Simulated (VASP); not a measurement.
Wanted: the native input for a VASP 6.6.1 run.

| Item | Value |
| --- | --- |
| Task | single point |
| Functional | PBEsol |
| Potentials or basis | VASP PAW PBE potentials, release 64 (B, P) |
| Cutoff | 500 eV |
| k mesh | 10 × 10 × 10 |
| Occupations | gaussian, width 0.01 eV |
| Spin | no spin polarisation |
| Dipole correction | no |
| Further INCAR settings | ALGO = Normal; EDIFF = 1e-06; NBANDS = 11 |

The structure of BP (zinc blende) lies in POSCAR:

```
BP
1.0
    0.0000000000      2.1729089052      2.1729089052
    2.1729089052      0.0000000000      2.1729089052
    2.1729089052      2.1729089052      0.0000000000
B P
1 1
Direct
    0.0000000000      0.0000000000      0.0000000000
    0.2500000000      0.2500000000      0.2500000000
```

This cell differs from its parent crystal: volume scaled by 0.88.

One way to write it, as run:

INCAR

```
SYSTEM = BP
PREC     = Accurate       ! precision mode
ENCUT    = 500            ! plane-wave cutoff, eV
EDIFF    = 1E-6           ! SCF threshold, eV
ISMEAR   = 0              ! smearing method
SIGMA    = 0.01           ! smearing width, eV
LREAL    = .FALSE.        ! projectors in reciprocal space
LASPH    = .TRUE.         ! aspherical terms in the spheres
NELM     = 120            ! most SCF steps
ALGO     = Normal         ! electronic algorithm
ISIF     = 2              ! what is computed and relaxed
LWAVE    = .FALSE.        ! write WAVECAR
LCHARG   = .FALSE.        ! write CHGCAR
GGA      = PS             ! functional
NBANDS   = 11             ! bands
GGA_COMPAT= .FALSE.
```

KPOINTS

```
regular mesh
0
G
  10 10 10
  0 0 0
```

Potentials or basis: VASP PAW PBE potentials, release 64 (B, P).

The run is started by

```sh
$ cat potpaw_PBE.64/B/POTCAR potpaw_PBE.64/P/POTCAR > POTCAR
$ mpirun -np 1 vasp_std > vasp.out
```

Results of the run:

- Pressure: 25.0 GPa
- Band gap on the k mesh: 0.96 eV, indirect (least direct gap 3.59 eV)

Caveat: the PAW data sets were made with another functional, which shifts forces and pressure a little.

It took 6.2 s on 1 thread of AMD EPYC 9R45 96-Core Processor (Zen 5), on a shared host, peak memory 0.1 GiB.
